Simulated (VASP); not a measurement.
Set up this calculation in VASP 6.6.1, as the native input.

| Quantity | Value |
| --- | --- |
| Task | single point |
| Functional | PBE |
| Potentials or basis | VASP PAW PBE potentials, release 64 (C) |
| Cutoff | 520 eV |
| k mesh | 12 × 12 × 2 |
| Occupations | fermi-dirac, width 0.05 eV |
| Spin | no spin polarisation |
| Dipole correction | no |
| Further INCAR settings | ALGO = Normal; EDIFF = 1e-06; NBANDS = 16 |

The structure of C lies in POSCAR:

```
C
1.0
    2.4562275060      0.0000000000      0.0000000000
   -1.2281137530      2.1271554177      0.0000000000
    0.0000000000      0.0000000000     24.1339601687
C
4
Direct
    0.6564340000      0.3254400000      0.5712410000
    0.2948070000      0.6493610000      0.4288780000
    0.0012300000     -0.0078630000      0.4296970000
   -0.0047730000      0.0161830000      0.5710910000
```

This cell differs from its parent crystal: atoms moved at random.

These files were run (other wordings do the same):

INCAR

```
SYSTEM = C
ALGO = Normal
EDIFF = 1E-6
ENCUT = 520
GGA = PE
ISIF = 2
ISMEAR = -1
LASPH = .TRUE.
LCHARG = .TRUE.
LELF = .TRUE.
LREAL = .FALSE.
LVHAR = .TRUE.
LWAVE = .FALSE.
NBANDS = 16
NELM = 80
PREC = Accurate
SIGMA = 0.05
```

KPOINTS

```
k-points
0
G
  12 12 2
  0 0 0
```

Potentials or basis: VASP PAW PBE potentials, release 64 (C).

The run is started by

```sh
$ cat potpaw_PBE.64/C/POTCAR > POTCAR
$ mpirun -np 1 vasp_std > vasp.out
```

Results of the run:

The largest force is 4.558 eV/Å and the band gap on the k mesh is 0.61 eV, direct.

Caveat: the cell differs from its parent crystal (atoms moved at random).

Wall time 8.2 min on 1 thread of Intel(R) Xeon(R) Platinum 8375C CPU @ 2.90GHz (Ice Lake) (shared host), peak memory 0.36 GiB.
